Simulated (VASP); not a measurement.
Input of a VASP 6.6.1 run:

INCAR

```
SYSTEM = NaCl
  PREC = Accurate
  ENCUT = 520
  EDIFF = 1E-8
  ISMEAR = 0
  SIGMA = 0.01
  LREAL = .False.
  LASPH = .True.
  NELM = 80
  ALGO = Normal
  ISIF = 2
  LWAVE = .False.
  LCHARG = .True.
  GGA = CA
  IBRION = 8
  NSW = 1
```

KPOINTS

```
Automatic mesh
0
Gamma
  8 8 8
  0 0 0
```

File POSCAR:

```
NaCl
1.0
    2.7321942157      2.7321942157      0.0000000000
   -2.7321942157      2.7321942157      0.0000000000
    0.0000000000      2.7321942157      2.7321942157
Na Cl
1 1
Direct
    0.0000000000      0.0000000000      0.0000000000
    0.5000000000      0.5000000000      0.0000000000
```

Potentials or basis: VASP PAW LDA potentials, release 64 (Na_pv, Cl).

Command:

```bash
$ cat potpaw_LDA.64/Na_pv/POTCAR potpaw_LDA.64/Cl/POTCAR > POTCAR
$ mpirun -np 1 vasp_std > vasp.out
```

What does it give for the highest phonon frequency at Γ, LO-TO splitting left out?

189 cm⁻¹.

Phonon frequencies in cm⁻¹ (negative: imaginary):
| q point | frequencies |
| --- | --- |
| (0.000, 0.000, 0.000) | 0 0 0 189 189 189 |
